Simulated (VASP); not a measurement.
A run of VASP 6.6.1 is set up as follows.

INCAR

```
ALGO     = Normal         # electronic algorithm
EDIFF    = 1E-7           # SCF threshold, eV
ENCUT    = 520            # plane-wave cutoff, eV
GGA      = PS             # functional
ISIF     = 2              # what is computed and relaxed
ISMEAR   = 0              # smearing method
LASPH    = T              # aspherical terms in the spheres
LCHARG   = F              # write CHGCAR
LREAL    = F              # projectors in reciprocal space
LWAVE    = F              # write WAVECAR
NBANDS   = 30             # bands
NELM     = 60             # most SCF steps
PREC     = Accurate       # precision mode
SIGMA    = 0.1            # smearing width, eV
```

Contents of KPOINTS:

```
k-points
0
Gamma
  6 6 6
```

File POSCAR:

```
B
1.0
    2.4589500000      1.4196754444      4.1935000000
   -2.4589500000      1.4196754444      4.1935000000
    0.0000000000     -2.8393508888      4.1935000000
B
12
Direct
    0.0101900000      0.6536100000      0.0101900000
    0.0101900000      0.0101900000      0.6536100000
    0.6536100000      0.0101900000      0.0101900000
    0.9898100000      0.3463900000      0.9898100000
    0.3463900000      0.9898100000      0.9898100000
    0.9898100000      0.9898100000      0.3463900000
    0.2211800000      0.6306000000      0.2211800000
    0.2211800000      0.2211800000      0.6306000000
    0.6306000000      0.2211800000      0.2211800000
    0.7788200000      0.3694000000      0.7788200000
    0.3694000000      0.7788200000      0.7788200000
    0.7788200000      0.7788200000      0.3694000000
```

Potentials or basis: VASP PAW PBE potentials, release 64 (B).

Command:

```console
$ cat potpaw_PBE.64/B/POTCAR > POTCAR
$ mpirun -np 1 vasp_std > vasp.out
```

(1) Predict the band gap on the k mesh.

(2) Estimate the pressure.

## Answers

(1) 1.40 eV, indirect (least direct gap 1.76 eV).

(2) -4.9 GPa.

Caveat: the PAW data sets were made with another functional, which shifts forces and pressure a little.
